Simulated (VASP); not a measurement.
**CuO2: single point with PBE+U**

The system is CuO2.

```
CELL_PARAMETERS angstrom
0.00000 2.44415 2.44415
4.88829 2.44415 2.44415
4.88829 4.88829 0.00000
ATOMIC_POSITIONS crystal
Cu 0.00000 0.00000 0.00000
Cu 0.00000 0.00000 0.50000
O 0.25000 0.25000 0.00000
O 0.75000 0.75000 0.00000
O 0.25000 0.25000 0.50000
O 0.75000 0.75000 0.50000
```

```yaml
Program: VASP 6.6.1
Task: single point
Functional: PBE
Potentials_or_basis: VASP PAW PBE potentials, release 64 (Cu, O)
Cutoff: 520 eV
k_mesh: 14 × 14 × 7
Occupations: gaussian, width 0.1 eV
Spin: collinear spin
Starting_moments: "[1.0, -1.0, 0.0, 0.0, 0.0, 0.0] μB"
Hubbard_terms: Cu d U = 4.0 eV
```

The pressure is -5.2 GPa and the band gap on the k mesh is zero (filled and empty bands overlap). The net moment is 0.00 μB per cell and the site moments are Cu +0.61, -0.61; O +0.00 μB. The valence electrons inside the program's atomic spheres are Cu 9.75; O 4.80.

Stress tensor (GPa, compression positive):
```
-9.26  0.00  0.00
 0.00 -3.17  0.00
 0.00  0.00 -3.17
```

Levels at points of the mesh, in eV from the Fermi level:
Spin up:
```tsv
k point	band 20	band 21	band 22	band 23	band 24	band 25	band 26	band 27
(0.00, 0.00, 0.00)	-0.67	-0.34	-0.34	0.00	0.24	0.95	0.95	5.91
(0.50, 0.00, 0.00)	-2.31	-2.24	-2.13	-0.50	-0.15	0.29	0.48	9.70
(0.50, 0.50, 0.00)	-2.33	-0.04	0.28	0.66	0.72	0.72	1.24	8.79
```
Spin down:
| k point | band 19 | band 20 | band 21 | band 22 | band 23 | band 24 | band 25 | band 26 | band 27 | band 28 |
| --- | --- | --- | --- | --- | --- | --- | --- | --- | --- | --- |
| (0.00, 0.00, 0.00) | -0.67 | -0.67 | -0.34 | -0.34 | 0.00 | 0.24 | 0.95 | 0.95 | 5.91 | 8.89 |
| (0.50, 0.00, 0.00) | -2.43 | -2.31 | -2.24 | -2.13 | -0.50 | -0.15 | 0.29 | 0.48 | 9.70 | 9.93 |
| (0.50, 0.50, 0.00) | -2.33 | -2.33 | -0.04 | 0.28 | 0.66 | 0.72 | 0.72 | 1.24 | 8.79 | 8.93 |

Eigenvalues of the final occupation matrices:
```csv
site,spin,trace,eigenvalues
site 1 d,1,4.85,0.96 0.97 0.97 0.98 0.98
site 1 d,2,4.24,0.73 0.79 0.79 0.96 0.97
site 2 d,1,4.24,0.73 0.79 0.79 0.96 0.97
site 2 d,2,4.85,0.96 0.97 0.97 0.98 0.98
```

It took 50 min on 1 thread of Oxide Virtual Turin-like Processor, on a shared host, peak memory 0.55 GiB.

Caveat: the stress differs along the axes, from -9 to -3 GPa.
